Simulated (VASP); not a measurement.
# VCo (Pm-3m) in VASP: further runs

Runs on VCo. Level: LDA. Tasks: single point.

All numbers are computed with VASP 6.6.1; they aren't measurements. Logs are shortened: lines on timing, memory, paths and dates and some standing lists are left out, and cuts for length are marked.

**1. The cell of the first run**

The structure is cubic, space group Pm-3m (No. 221). The conventional cell has a = 2.770 Å, b = 2.770 Å, c = 2.770 Å, α = 90.00°, β = 90.00°, γ = 90.00°. Within 3.2 Å of V (site symmetry m-3m) lie 8 Co at 2.40 Å and 6 V at 2.77 Å. Co (site symmetry m-3m) has 8 V at 2.40 Å and 6 Co at 2.77 Å within 3.2 Å.

**2. Single point, LDA, collinear spin, ferromagnetic start**

INCAR

```
SYSTEM = VCo
ALGO     = Normal         ! electronic algorithm
EDIFF    = 1E-6           ! SCF threshold, eV
ENCUT    = 520            ! plane-wave cutoff, eV
ISIF     = 2              ! what is computed and relaxed
ISMEAR   = -1             ! smearing method
ISPIN    = 2              ! spin polarisation
LASPH    = .TRUE.         ! aspherical terms in the spheres
LCHARG   = .FALSE.        ! write CHGCAR
LMAXMIX  = 4              ! l up to which the mixer works
LORBIT   = 11             ! projections on sites
LREAL    = .FALSE.        ! projectors in reciprocal space
LWAVE    = .FALSE.        ! write WAVECAR
MAGMOM   = 1.5 2.5        ! initial moments
NBANDS   = 22             ! bands
NELM     = 150            ! most SCF steps
PREC     = Accurate       ! precision mode
SIGMA    = 0.1            ! smearing width, eV
```

KPOINTS

```
k-points
0
G
  10 10 10
  0 0 0
```

POSCAR

```
VCo
1.0
    2.7698508229      0.0000000000      0.0000000000
    0.0000000000      2.7698508229      0.0000000000
    0.0000000000      0.0000000000      2.7698508229
V Co
1 1
Direct
    0.0000000000      0.0000000000      0.0000000000
    0.5000000000      0.5000000000      0.5000000000
```

Potentials or basis: VASP PAW LDA potentials, release 64 (V_sv, Co).

The run is started by

```sh
cat potpaw_LDA.64/V_sv/POTCAR potpaw_LDA.64/Co/POTCAR > POTCAR
mpirun -np 1 vasp_std > vasp.out
```

OUTCAR:

```text
SYSTEM = VCo
   EDIFF = 1E-6
   ENCUT = 520
   ISIF = 2
   ISMEAR = -1
   ISPIN = 2
   LASPH = .TRUE.
   LORBIT = 11
   LREAL = .FALSE.
   NELM = 150
   PREC = Accurate

 ion  position               nearest neighbor table
   1  0.000  0.000  0.000-   2 2.40   2 2.40   2 2.40   2 2.40   2 2.40   2 2.40   2 2.40   2 2.40

   2  0.500  0.500  0.500-   1 2.40   1 2.40   1 2.40   1 2.40   1 2.40   1 2.40   1 2.40   1 2.40

  LATTYP: Found a simple cubic cell.
 ALAT       =     2.7698508229

  Lattice vectors:

 A1 = (   2.7698508229,   0.0000000000,   0.0000000000)
 A2 = (   0.0000000000,   2.7698508229,   0.0000000000)
 A3 = (   0.0000000000,   0.0000000000,   2.7698508229)

Analysis of symmetry for initial positions (statically):
=====================================================================
 Subroutine PRICEL returns:
 Original cell was already a primitive cell.

 Routine SETGRP: Setting up the symmetry group for a
 simple cubic supercell.

 Subroutine GETGRP returns: Found 48 space group operations
 (whereof 48 operations were pure point group operations)
 out of a pool of 48 trial point group operations.

The static configuration has the point symmetry O_h .

Analysis of symmetry for dynamics (positions and initial velocities):
=====================================================================
 Subroutine PRICEL returns:
 Original cell was already a primitive cell.

 Routine SETGRP: Setting up the symmetry group for a
 simple cubic supercell.

 Subroutine GETGRP returns: Found 48 space group operations
 (whereof 48 operations were pure point group operations)
 out of a pool of 48 trial point group operations.

The dynamic configuration has the point symmetry O_h .

Analysis of structural, dynamic, and magnetic symmetry:
=====================================================================
 Subroutine PRICEL returns:
 Original cell was already a primitive cell.

 Routine SETGRP: Setting up the symmetry group for a
 simple cubic supercell.

 Subroutine GETGRP returns: Found 48 space group operations
 (whereof 48 operations were pure point group operations)
 out of a pool of 48 trial point group operations.

The overall configuration has the point symmetry O_h .

 Subroutine INISYM returns: Found 48 space group operations
 (whereof 48 operations are pure point group operations),
 and found     1 'primitive' translations

----------------------------------------------------------------------------------------

                                     Primitive cell

  volume of cell :      21.2505

  direct lattice vectors                    reciprocal lattice vectors
     2.769850823  0.000000000  0.000000000     0.361030273  0.000000000  0.000000000
     0.000000000  2.769850823  0.000000000     0.000000000  0.361030273  0.000000000
     0.000000000  0.000000000  2.769850823     0.000000000  0.000000000  0.361030273

  length of vectors
     2.769850823  2.769850823  2.769850823     0.361030273  0.361030273  0.361030273

  position of ions in fractional coordinates (direct lattice)
     0.000000000  0.000000000  0.000000000
     0.500000000  0.500000000  0.500000000

  ion indices of the primitive-cell ions
   primitive index   ion index
                 1           1
                 2           2

----------------------------------------------------------------------------------------

 KPOINTS: k-points

Automatic generation of k-mesh.
 Grid dimensions read from file:
 generate k-points for:   10   10   10

 Generating k-lattice:

  Cartesian coordinates                     Fractional coordinates (reciprocal lattice)
     0.036103027  0.000000000  0.000000000     0.100000000  0.000000000  0.000000000
     0.000000000  0.036103027  0.000000000     0.000000000  0.100000000  0.000000000
     0.000000000  0.000000000  0.036103027     0.000000000  0.000000000  0.100000000

  Length of vectors
     0.036103027  0.036103027  0.036103027

  Shift w.r.t. Gamma in fractional coordinates (k-lattice)
     0.000000000  0.000000000  0.000000000

 Subroutine IBZKPT returns following result:
 ===========================================

 Found     56 irreducible k-points:

 Following reciprocal coordinates:
            Coordinates               Weight
  0.000000  0.000000  0.000000      1.000000
  0.100000  0.000000  0.000000      6.000000
  0.200000  0.000000  0.000000      6.000000
  0.300000  0.000000  0.000000      6.000000
  0.400000  0.000000  0.000000      6.000000
  0.500000  0.000000  0.000000      3.000000
[... 16 lines left out ...]
  0.200000  0.100000  0.100000     24.000000
  0.300000  0.100000  0.100000     24.000000
 [... further k-points ...]
   k-points           NKPTS =     56   k-points in BZ     NKDIM =     56   number of bands    NBANDS=     22
   number of dos      NEDOS =    301   number of ions     NIONS =      2
   total plane-waves  NPLWV =  13824
   dimension x,y,z NGX =    24 NGY =   24 NGZ =   24
[... 86 lines left out ...]
      2     -25.7008      1.00000
      3     -25.6600      1.00000
      4     -25.6600      1.00000
      5       3.6957      1.00000
      6       7.1938      1.00000
[... 14 lines left out ...]
     21      35.0293      0.00000
     22      35.7215      0.00000

 k-point     3 :       0.2000    0.0000    0.0000
  band No.  band energies     occupation
      1     -51.5495      1.00000
      2     -25.8004      1.00000
      3     -25.6536      1.00000
      4     -25.6536      1.00000
      5       4.3633      1.00000
      6       7.5156      1.00000
[... 14 lines left out ...]
     21      34.0092      0.00000
     22      35.7565      0.00000
[... 476 lines left out ...]
 k-point    23 :       0.2000    0.1000    0.1000
  band No.  band energies     occupation
      1     -51.5409      1.00000
      2     -25.7933      1.00000
      3     -25.6892      1.00000
      4     -25.6853      1.00000
      5       4.7746      1.00000
      6       7.7107      1.00000
[... 14 lines left out ...]
     21      33.2517      0.00000
     22      34.0218      0.00000

 k-point    24 :       0.3000    0.1000    0.1000
  band No.  band energies     occupation
      1     -51.5264      1.00000
      2     -25.9123      1.00000
      3     -25.6788      1.00000
      4     -25.6772      1.00000
      5       5.7125      1.00000
      6       8.1001      1.00000
[... 14 lines left out ...]
     21      32.5676      0.00000
     22      33.0618      0.00000

 [... further k-points ...]

 spin component 2

 k-point     1 :       0.0000    0.0000    0.0000
  band No.  band energies     occupation
      1     -51.4369      1.00000
      2     -25.5362      1.00000
      3     -25.5362      1.00000
      4     -25.5362      1.00000
      5       3.5175      1.00000
      6       7.2328      1.00000
[... 14 lines left out ...]
     21      35.6504      0.00000
     22      35.6504      0.00000

 k-point     2 :       0.1000    0.0000    0.0000
  band No.  band energies     occupation
      1     -51.4323      1.00000
      2     -25.5747      1.00000
      3     -25.5337      1.00000
      4     -25.5337      1.00000
      5       3.7500      1.00000
      6       7.3450      1.00000
[... 14 lines left out ...]
     21      35.0762      0.00000
     22      35.7657      0.00000

 k-point     3 :       0.2000    0.0000    0.0000
  band No.  band energies     occupation
      1     -51.4203      1.00000
      2     -25.6748      1.00000
      3     -25.5273      1.00000
      4     -25.5273      1.00000
      5       4.4182      1.00000
      6       7.6725      1.00000
[... 14 lines left out ...]
     21      34.0655      0.00000
     22      35.8097      0.00000
[... 476 lines left out ...]
 k-point    23 :       0.2000    0.1000    0.1000
  band No.  band energies     occupation
      1     -51.4116      1.00000
      2     -25.6677      1.00000
      3     -25.5630      1.00000
      4     -25.5592      1.00000
      5       4.8301      1.00000
      6       7.8681      1.00000
[... 14 lines left out ...]
     21      33.3170      0.00000
     22      34.0824      0.00000

 k-point    24 :       0.3000    0.1000    0.1000
  band No.  band energies     occupation
      1     -51.3972      1.00000
      2     -25.7873      1.00000
      3     -25.5527      1.00000
      4     -25.5510      1.00000
      5       5.7712      1.00000
      6       8.2431      1.00000
[... 14 lines left out ...]
     21      32.6352      0.00000
     22      33.1369      0.00000

 [... further k-points ...]

------------------------ aborting loop because EDIFF is reached ----------------------------------------

  FORCE on cell =-STRESS in cart. coord.  units (eV):
  Direction    XX          YY          ZZ          XY          YZ          ZX
  --------------------------------------------------------------------------------------
  -------------------------------------------------------------------------------------
  Total        1.8619282      1.8619282      1.8619282     -0.0000000     -0.0000000      0.0000000
  in kB      140.3797175    140.3797175    140.3797175     -0.0000000     -0.0000000      0.0000000
  external PRESSURE =     140.3797175 kB  Pullay stress =       0.0000000 kB

 VOLUME and BASIS-vectors are now :
 -----------------------------------------------------------------------------
  energy-cutoff  :      520.00
  volume of cell :       21.25
      direct lattice vectors                 reciprocal lattice vectors
     2.769850823  0.000000000  0.000000000     0.361030273  0.000000000  0.000000000
     0.000000000  2.769850823  0.000000000     0.000000000  0.361030273  0.000000000
     0.000000000  0.000000000  2.769850823     0.000000000  0.000000000  0.361030273

 POSITION                                       TOTAL-FORCE (eV/Angst)
 -----------------------------------------------------------------------------------
      0.00000      0.00000      0.00000         0.000000      0.000000      0.000000
      1.38493      1.38493      1.38493         0.000000      0.000000      0.000000
 -----------------------------------------------------------------------------------
    total drift:                                0.000000      0.000000     -0.000000

  FREE ENERGIE OF THE ION-ELECTRON SYSTEM (eV)
  ---------------------------------------------------
  free  energy   TOTEN  =       -18.2118424337 eV

  energy  without entropy=      -18.0777264348  energy(sigma->0) =      -18.14478443

 total charge

# of ion       s       p       d       tot
------------------------------------------
    1        2.366   6.299   3.157  11.823
    2        0.592   0.611   7.451   8.654
--------------------------------------------------
tot          2.958   6.910  10.608  20.477

 magnetization (x)

# of ion       s       p       d       tot
------------------------------------------
    1        0.001  -0.000   0.138   0.139
    2        0.004   0.007   0.206   0.218
--------------------------------------------------
tot          0.005   0.007   0.344   0.357
```

Wall time 18 s (1 thread of Intel Xeon 6975P-C (Granite Rapids), shared host); peak memory 0.16 GiB.

What came out:

```yaml
Free_energy: -18.2118 eV
Pressure: 14.0 GPa
Net_moment: 0.37 μB per cell
Site_moments: V +0.14; Co +0.22 μB
Valence_electrons_inside_the_program's_atomic_spheres: V 11.82; Co 8.65
```

Levels at points of the mesh, in eV from the Fermi level:
Spin up:
```
           k point  band 9  band 10  band 11  band 12  band 13  band 14
(0.00, 0.00, 0.00)   -2.05    -2.05     0.35     0.35     2.31     2.31
(0.50, 0.00, 0.00)   -2.04    -1.85    -1.36    -0.16    -0.16     0.29
(0.50, 0.50, 0.00)   -0.82    -0.37     0.78     0.78     0.81     2.36
(0.50, 0.50, 0.50)   -3.01    -3.01    -0.78    -0.78     2.53     2.53
```
Spin down:
```
           k point  band 9  band 10  band 11  band 12  band 13  band 14
(0.00, 0.00, 0.00)   -1.90    -1.90     0.53     0.53     2.44     2.44
(0.50, 0.00, 0.00)   -1.89    -1.76    -1.20    -0.05    -0.05     0.51
(0.50, 0.50, 0.00)   -0.54    -0.15     0.83     0.83     0.94     2.51
(0.50, 0.50, 0.50)   -2.93    -2.93    -0.50    -0.50     2.65     2.65
```

Caveat: the cell stands under pressure.

**3. Single point, LDA, collinear spin, ferromagnetic start**

This run uses another cell than the first one, of 11.11 Å³/atom.

INCAR

```
  ALGO = Normal
  EDIFF = 1E-6
  ENCUT = 520
  GGA = CA
  ISIF = 2
  ISMEAR = -1
  ISPIN = 2
  LASPH = True
  LCHARG = True
  LELF = True
  LMAXMIX = 4
  LORBIT = 11
  LREAL = False
  LVHAR = True
  LWAVE = False
  MAGMOM = 1.5 2.5
  NBANDS = 22
  NELM = 150
  PREC = Accurate
  SIGMA = 0.1
```

KPOINTS

```
k-points
0
Gamma
  10 10 10
```

POSCAR

```
VCo
1.0
    2.8111979758      0.0000000000      0.0000000000
    0.0000000000      2.8111979758      0.0000000000
    0.0000000000      0.0000000000      2.8111979758
V Co
1 1
Direct
    0.0000000000      0.0000000000      0.0000000000
    0.5000000000      0.5000000000      0.5000000000
```

Potentials or basis: VASP PAW LDA potentials, release 64 (V_sv, Co).

The run is started by

```sh
cat potpaw_LDA.64/V_sv/POTCAR potpaw_LDA.64/Co/POTCAR > POTCAR
mpirun -np 1 vasp_std > vasp.out
```

Run time: 28 s. Hardware: 1 thread of Intel Xeon 6975P-C (Granite Rapids), shared host; peak memory 0.17 GiB.

It converged, with:

- Free energy: -18.2596 eV
- Pressure: 2.0 GPa
- Net moment: 0.91 μB per cell
- Site moments: V +0.33; Co +0.56 μB
- Valence electrons inside the program's atomic spheres: V 11.73; Co 8.55

Levels at points of the mesh, in eV from the Fermi level:
Spin up:
```csv
k point,band 8,band 9,band 10,band 11,band 12,band 13,band 14,band 15,band 16,band 17
"(0.00, 0.00, 0.00)",-2.07,-2.07,-2.07,0.18,0.18,2.08,2.08,2.08,10.10,10.10
"(0.50, 0.00, 0.00)",-2.08,-2.08,-1.77,-1.45,-0.20,-0.20,0.01,1.34,3.31,16.16
"(0.50, 0.50, 0.00)",-3.27,-1.04,-0.57,0.66,0.66,0.66,2.12,2.12,2.24,9.04
"(0.50, 0.50, 0.50)",-2.90,-2.90,-2.90,-1.00,-1.00,2.31,2.31,8.97,9.36,9.36
```
Spin down:
| k point | band 8 | band 9 | band 10 | band 11 | band 12 | band 13 |
| --- | --- | --- | --- | --- | --- | --- |
| (0.00, 0.00, 0.00) | -1.69 | -1.69 | -1.69 | 0.65 | 0.65 | 2.41 |
| (0.50, 0.00, 0.00) | -1.69 | -1.69 | -1.53 | -1.03 | 0.05 | 0.05 |
| (0.50, 0.50, 0.00) | -2.94 | -0.34 | 0.00 | 0.79 | 0.79 | 0.99 |
| (0.50, 0.50, 0.50) | -2.69 | -2.69 | -2.69 | -0.30 | -0.30 | 2.60 |

**4. Single point, LDA, collinear spin, ferromagnetic start**

This run uses another cell than the first one, of 11.59 Å³/atom.

INCAR

```
SYSTEM = VCo
PREC = Accurate
ENCUT = 520
EDIFF = 1E-6
ISMEAR = -1
SIGMA = 0.1
LREAL = .FALSE.
LASPH = .TRUE.
NELM = 150
ALGO = Normal
ISIF = 2
LWAVE = .FALSE.
LCHARG = .FALSE.
ISPIN = 2
MAGMOM = 1.5 2.5
LORBIT = 11
LMAXMIX = 4
NBANDS = 22
```

KPOINTS

```
regular mesh
0
G
  10 10 10
  0 0 0
```

POSCAR

```
VCo
1.0
    2.8513633734      0.0000000000      0.0000000000
    0.0000000000      2.8513633734      0.0000000000
    0.0000000000      0.0000000000      2.8513633734
V Co
1 1
Direct
    0.0000000000      0.0000000000      0.0000000000
    0.5000000000      0.5000000000      0.5000000000
```

The run is started by

```sh
cat potpaw_LDA.64/V_sv/POTCAR potpaw_LDA.64/Co/POTCAR > POTCAR
mpirun -np 1 vasp_std > vasp.out
```

It took 24 s on 1 thread of Intel Xeon 6975P-C (Granite Rapids), shared host; peak memory 0.16 GiB.

Results (log left out):

```yaml
Free_energy: -18.2420 eV
Pressure: -7.6 GPa
Net_moment: 1.23 μB per cell
Site_moments: V +0.43; Co +0.76 μB
Valence_electrons_inside_the_program's_atomic_spheres: V 11.65; Co 8.46
```

Levels at points of the mesh, in eV from the Fermi level:
Spin up:
| k point | band 8 | band 9 | band 10 | band 11 | band 12 | band 13 | band 14 | band 15 | band 16 | band 17 |
| --- | --- | --- | --- | --- | --- | --- | --- | --- | --- | --- |
| (0.00, 0.00, 0.00) | -2.05 | -2.05 | -2.05 | 0.08 | 0.08 | 1.92 | 1.92 | 1.92 | 9.74 | 9.74 |
| (0.50, 0.00, 0.00) | -2.08 | -2.08 | -1.67 | -1.48 | -0.20 | -0.20 | -0.17 | 1.25 | 3.08 | 15.75 |
| (0.50, 0.50, 0.00) | -3.16 | -1.17 | -0.68 | 0.57 | 0.59 | 0.59 | 1.94 | 1.94 | 2.08 | 8.55 |
| (0.50, 0.50, 0.50) | -2.76 | -2.76 | -2.76 | -1.14 | -1.14 | 2.15 | 2.15 | 8.51 | 8.96 | 8.96 |
Spin down:
```tsv
k point	band 7	band 8	band 9	band 10	band 11	band 12	band 13	band 14
(0.00, 0.00, 0.00)	-4.21	-1.54	-1.54	-1.54	0.71	0.71	2.34	2.34
(0.50, 0.00, 0.00)	-2.38	-1.55	-1.55	-1.35	-0.92	0.12	0.12	0.62
(0.50, 0.50, 0.00)	-2.71	-2.71	-0.21	0.09	0.75	0.75	1.02	2.39
(0.50, 0.50, 0.50)	-2.66	-2.50	-2.50	-2.50	-0.18	-0.18	2.54	2.54
```

Caveat: the cell stands under tension.

**5. Overview**

```csv
cell,gap on the mesh (eV),pressure (GPa),moment (μB)
"a = 2.770 Å, 2 atoms",none,14.0,0.37
"a = 2.811 Å, 2 atoms",none,2.0,0.91
"a = 2.851 Å, 2 atoms",none,-7.6,1.23
```

Alike in all rows: task single point; level LDA; potentials or basis VASP PAW LDA potentials, release 64 (V_sv, Co); spin collinear, ferromagnetic start; k mesh 10 × 10 × 10; cutoff (eV) 520; smearing fermi-dirac 0.1 eV.

Caveats: the cell stands under pressure (at least some runs); the cell stands under tension (at least some runs).

Total energies depend on the potentials used, so only differences within one code and one set of settings carry meaning.
